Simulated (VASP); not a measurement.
Write the native input for VASP 6.6.1 that does the following.

- Task: single point
- Functional: PBE
- Dispersion: D3(BJ)
- Potentials or basis: VASP PAW PBE potentials, release 64 (Se, W_sv)
- Cutoff: 520 eV
- k mesh: 9 × 9 × 1
- Occupations: gaussian, width 0.05 eV
- Spin: no spin polarisation
- Dipole correction: yes
- Further INCAR settings: ALGO = Normal; EDIFF = 1e-06; NBANDS = 35

The structure of WSe2 lies in POSCAR:

```
WSe2
1.0
    3.2854926884      0.0000000000      0.0000000000
   -1.6427463442      2.8453201321      0.0000000000
    0.0000000000      0.0000000000     24.2386466672
Se W
4 2
Direct
    0.3333333333      0.6666666667      0.1856539295
    0.3333333333      0.6666666667      0.3246601777
    0.6666666667      1.3333333333      0.4694702427
    0.6666666667      1.3333333333      0.6084764909
    0.6666666667      0.3333333333      0.2551570536
    1.0000000000      1.0000000000      0.5389733668
```

One way to write it, as run:

INCAR

```
SYSTEM = WSe2
ALGO = Normal ; DIPOL = 0.5 0.5 0.397
EDIFF = 1E-6 ; ENCUT = 520
GGA = PE ; IDIPOL = 3
ISIF = 2 ; ISMEAR = 0
IVDW = 12 ; LASPH = .True.
LCHARG = .False. ; LDIPOL = .True.
LREAL = .False. ; LWAVE = .False.
NBANDS = 35 ; NELM = 100
PREC = Accurate ; SIGMA = 0.05
```

KPOINTS

```
k-points
0
Gamma
  9 9 1
  0 0 0
```

Potentials or basis: VASP PAW PBE potentials, release 64 (Se, W_sv).

The run is started by

```bash
$ cat potpaw_PBE.64/Se/POTCAR potpaw_PBE.64/W_sv/POTCAR > POTCAR
$ mpirun -np 1 vasp_std > vasp.out
```

It gave:

| Item | Value |
| --- | --- |
| Largest force | 0.132 eV/Å |
| Band gap on the k mesh | 1.56 eV, indirect (least direct gap 1.64 eV) |
| Dispersion energy per atom | -0.387 eV |

Caveat: spin-orbit coupling is left out, which moves the levels of the heavy elements.

It took 62 s on 1 thread of Intel(R) Xeon(R) 6975P-C (Granite Rapids), on a shared host, peak memory 0.35 GiB.
